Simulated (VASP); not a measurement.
# MgO (P6_3/mmc) in VASP: notebook, part 2 of 3

VASP 6.6.1. The steps go on from the part before.

## Step 4: Single point, PBE

This run uses another cell than the first one, of 12.80 Å³/atom.

INCAR

```
SYSTEM = MgO
  ALGO = Normal
  EDIFF = 1E-6
  ENCUT = 520
  GGA = PE
  ISIF = 2
  ISMEAR = 0
  LASPH = .True.
  LCHARG = .True.
  LELF = .True.
  LREAL = .False.
  LVHAR = .True.
  LWAVE = .False.
  NBANDS = 16
  NELM = 80
  PREC = Accurate
  SIGMA = 0.05
```

KPOINTS

```
k-points
0
Gamma
  9 9 6
  0 0 0
```

POSCAR

```
MgO
1.0
    3.6974000000      0.0000000000      0.0000000000
   -1.8487000000      3.2020423279      0.0000000000
    0.0000000000      0.0000000000      4.3242000000
Mg O
2 2
Direct
    0.6666666667      0.3333333333      0.7500000000
    0.3333333333      0.6666666667      0.2500000000
    0.6666666667      0.3333333333      0.2500000000
    0.3333333333      0.6666666667      0.7500000000
```

Potentials or basis: VASP PAW PBE potentials, release 64 (Mg, O).

On the command line:

```sh
$ cat potpaw_PBE.64/Mg/POTCAR potpaw_PBE.64/O/POTCAR > POTCAR
$ mpirun -np 1 vasp_std > vasp.out
```

OUTCAR:

```text
SYSTEM = MgO
   EDIFF = 1E-6
   ENCUT = 520
   GGA = PE
   ISIF = 2
   ISMEAR = 0
   LASPH = .True.
   LREAL = .False.
   NELM = 80
   PREC = Accurate

 ion  position               nearest neighbor table
   1  0.667  0.333  0.750-   4 2.13   4 2.13   4 2.13   3 2.16   3 2.16   2 3.04   2 3.04   2 3.04
                             2 3.04   2 3.04   2 3.04
   2  0.333  0.667  0.250-   3 2.13   3 2.13   3 2.13   4 2.16   4 2.16   1 3.04   1 3.04   1 3.04
                             1 3.04   1 3.04   1 3.04
   3  0.667  0.333  0.250-   2 2.13   2 2.13   2 2.13   1 2.16   1 2.16
   4  0.333  0.667  0.750-   1 2.13   1 2.13   1 2.13   2 2.16   2 2.16

  LATTYP: Found a hexagonal cell.
 ALAT       =     3.6974000000
 C/A-ratio  =     1.1695245308

  Lattice vectors:

 A1 = (   3.6974000000,   0.0000000000,   0.0000000000)
 A2 = (  -1.8487000000,   3.2020423279,   0.0000000000)
 A3 = (   0.0000000000,   0.0000000000,   4.3242000000)

Analysis of symmetry for initial positions (statically):
=====================================================================
 Subroutine PRICEL returns:
 Original cell was already a primitive cell.

 Routine SETGRP: Setting up the symmetry group for a
 hexagonal supercell.

 Subroutine GETGRP returns: Found 24 space group operations
 (whereof 12 operations were pure point group operations)
 out of a pool of 24 trial point group operations.

The static configuration has the point symmetry D_3d.
 The point group associated with its full space group is D_6h.

Analysis of symmetry for dynamics (positions and initial velocities):
=====================================================================
 Subroutine PRICEL returns:
 Original cell was already a primitive cell.

 Routine SETGRP: Setting up the symmetry group for a
 hexagonal supercell.

 Subroutine GETGRP returns: Found 24 space group operations
 (whereof 12 operations were pure point group operations)
 out of a pool of 24 trial point group operations.
[... 128 lines left out ...]
  Fermi-wavevector in a.u.,A,eV,Ry     =   1.110977  2.099442 16.793261  1.234270
  Thomas-Fermi vector in A             =   2.247535
   LORBIT       =      0    0 simple, 1 ext, 2 COOP (PROOUT), +10 PAW based schemes
   GGA     = PE    functional components
   LHFCALC =     F    Hartree Fock is set to
   AEXX    =    0.0000 exact exchange contribution
   IVDW    =     0    specifies the selected vdW correction
   LEPSILON=     F    determine dielectric tensor
   LRPA    =     F    only Hartree local field effects (RPA)
 non-spin polarized calculation
 Gauss-broadening in eV      SIGMA  =   0.05
  energy-cutoff  :      520.00
  volume of cell :       51.20
 maximum number of plane-waves:      1392
 NGX is ok and might be reduce to    28
   NGX = 13   NGY = 13   NGZ = 17

 number of electron      15.9999997 magnetization

 Free energy of the ion-electron system (eV)
  ---------------------------------------------------
  ext. energy  EPLUGINS =         0.00000000
  ---------------------------------------------------
  free energy    TOTEN  =       -23.43448084 eV

  energy without entropy =      -23.43448084  energy(sigma->0) =      -23.43448084

 E-fermi :   1.3296     XC(G=0):  -9.4145

 val. band max:        1.0351158804   @ k =   0.0000   0.0000   0.0000
 cond. band min:       3.7789519815   @ k =   0.0000   0.0000   0.0000
 fundamental gap:      2.7438361011
 Fermi energy:         1.3295612437

 k-point     1 :       0.0000    0.0000    0.0000
  band No.  band energies     occupation
      1     -15.2493      2.00000
      2     -14.1756      2.00000
      3      -2.0154      2.00000
      4      -0.4131      2.00000
      5      -0.4131      2.00000
      6       0.4776      2.00000
[... 433 lines left out ...]
      3      -1.8840      2.00000
      4      -1.3885      2.00000
      5      -1.3885      2.00000
      6       0.0922      2.00000
[... 8 lines left out ...]
     15      14.4235      0.00000
     16      15.9423      0.00000

 [... further k-points ...]

------------------------ aborting loop because EDIFF is reached ----------------------------------------

  FORCE on cell =-STRESS in cart. coord.  units (eV):
  Direction    XX          YY          ZZ          XY          YZ          ZX
  --------------------------------------------------------------------------------------
  -------------------------------------------------------------------------------------
  Total       -3.9123249     -3.9123249     -3.4806363      0.0000000      0.0000000     -0.0000000
  in kB     -122.4379967   -122.4379967   -108.9281055      0.0000000      0.0000000     -0.0000000
  external PRESSURE =    -117.9346996 kB  Pullay stress =       0.0000000 kB

 VOLUME and BASIS-vectors are now :
 -----------------------------------------------------------------------------
  energy-cutoff  :      520.00
  volume of cell :       51.20
      direct lattice vectors                 reciprocal lattice vectors
     3.697400000  0.000000000  0.000000000     0.270460323  0.156150341  0.000000000
    -1.848700000  3.202042328  0.000000000     0.000000000  0.312300681  0.000000000
     0.000000000  0.000000000  4.324200000     0.000000000  0.000000000  0.231256649

 POSITION                                       TOTAL-FORCE (eV/Angst)
 -----------------------------------------------------------------------------------
      1.84870      1.06735      3.24315        -0.000000      0.000000      0.000000
     -0.00000      2.13469      1.08105         0.000000     -0.000000      0.000000
      1.84870      1.06735      1.08105        -0.000000     -0.000000      0.000000
     -0.00000      2.13469      3.24315        -0.000000      0.000000      0.000000
 -----------------------------------------------------------------------------------
    total drift:                               -0.000000      0.000000     -0.000000

  FREE ENERGIE OF THE ION-ELECTRON SYSTEM (eV)
  ---------------------------------------------------
  free  energy   TOTEN  =       -23.4344808375 eV

  energy  without entropy=      -23.4344808375  energy(sigma->0) =      -23.43448084
```

OSZICAR:

```text
N       E                     dE             d eps       ncg     rms          rms(c)
DAV:   1     0.619865133606E+02    0.61987E+02   -0.73744E+03  1536   0.876E+02
DAV:   2    -0.227914016364E+02   -0.84778E+02   -0.78009E+02  2120   0.188E+02
DAV:   3    -0.273526652883E+02   -0.45613E+01   -0.45496E+01  1760   0.465E+01
DAV:   4    -0.273736093378E+02   -0.20944E-01   -0.20943E-01  1864   0.364E+00
DAV:   5    -0.273737230457E+02   -0.11371E-03   -0.11371E-03  1776   0.260E-01    0.110E+01
DAV:   6    -0.235398628944E+02    0.38339E+01   -0.11237E+01  1664   0.249E+01    0.403E+00
DAV:   7    -0.234575425229E+02    0.82320E-01   -0.20978E-01  1552   0.374E+00    0.216E+00
DAV:   8    -0.234369598209E+02    0.20583E-01   -0.13112E-01  1568   0.372E+00    0.607E-01
DAV:   9    -0.234332953943E+02    0.36644E-02   -0.11656E-02  1832   0.956E-01    0.141E-01
DAV:  10    -0.234344472008E+02   -0.11518E-02   -0.11672E-03  1544   0.280E-01    0.384E-02
DAV:  11    -0.234344815596E+02   -0.34359E-04   -0.47865E-05  1728   0.510E-02    0.284E-02
DAV:  12    -0.234344831104E+02   -0.15508E-05   -0.14335E-05  1568   0.266E-02    0.127E-02
DAV:  13    -0.234344808005E+02    0.23099E-05   -0.78475E-06  1800   0.220E-02    0.104E-03
DAV:  14    -0.234344808375E+02   -0.36974E-07   -0.14002E-07   848   0.327E-03
   1 F= -.23434481E+02 E0= -.23434481E+02  d E =-.504384E-19
```

stdout:

```text
POSCAR found type information on POSCAR MgO
 POSCAR found :  2 types and       4 ions
 scaLAPACK will be used
 LDA part: xc-table for (Slater+PW92), standard interpolation
 POSCAR, INCAR and KPOINTS ok, starting setup
 FFT: planning ... GRIDC
 FFT: planning ... GRID_SOFT
 FFT: planning ... GRID
 WAVECAR not read
 entering main loop
```

It took 51 s on 1 thread of AMD EPYC 7R43 (Zen 3), shared host; peak memory 0.14 GiB.

Results:

```yaml
Free_energy: -23.4345 eV
Pressure: -11.8 GPa
Band_gap_on_the_k_mesh: 2.74 eV
```

Caveat: the cell stands under tension.

(Continued in part 3 of 3.)
